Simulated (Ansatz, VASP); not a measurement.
One calculation of Si4S, two programs

```
CELL_PARAMETERS angstrom
-2.32407 2.32407 3.82376
2.32407 -2.32407 3.82376
2.32407 2.32407 -3.82376
ATOMIC_POSITIONS crystal
Si 0.33164 0.33164 0.00000
Si 0.66836 0.66836 0.00000
Si 0.50000 0.00000 0.50000
Si 0.00000 0.50000 0.50000
S 0.00000 0.00000 0.00000
```

Change from the starting cell: species swapped into the SnF4 type (I4/mmm, No. 139).

Alike in both runs: functional PBE; k mesh 5 × 5 × 5; occupations gaussian, width 0.2 eV; no spin polarisation.

Ansatz relaxed the structure, and its values are those at the end. VASP's run is a single point on that final structure, the one shown.

|  | VASP | Ansatz |
| --- | --- | --- |
| version | VASP 6.6.1 | Ansatz 0.2.0 |
| potentials or method | VASP PAW PBE potentials, release 64 (Si, S), cutoff 500 eV | scalar-relativistic, plane waves, PAW |
| valence electrons in the cell | 22 | 22 |

|  | VASP | Ansatz | Ansatz less VASP |
| --- | --- | --- | --- |
| gap on the k mesh at the Fermi level (eV) | none | none | - |
| pressure (GPa) | 0.0 | 0.0 | +0.05 |
| rms of the force components (eV/Å) | 0.011 | 0.008 | -0.0025 |

A gap of «none» marks a metal or a gap that the smearing closes. The functional is the same, so the differences come from potentials, cutoffs and numerics.

The k mesh is coarse, so the values compare programs but aren't converged.
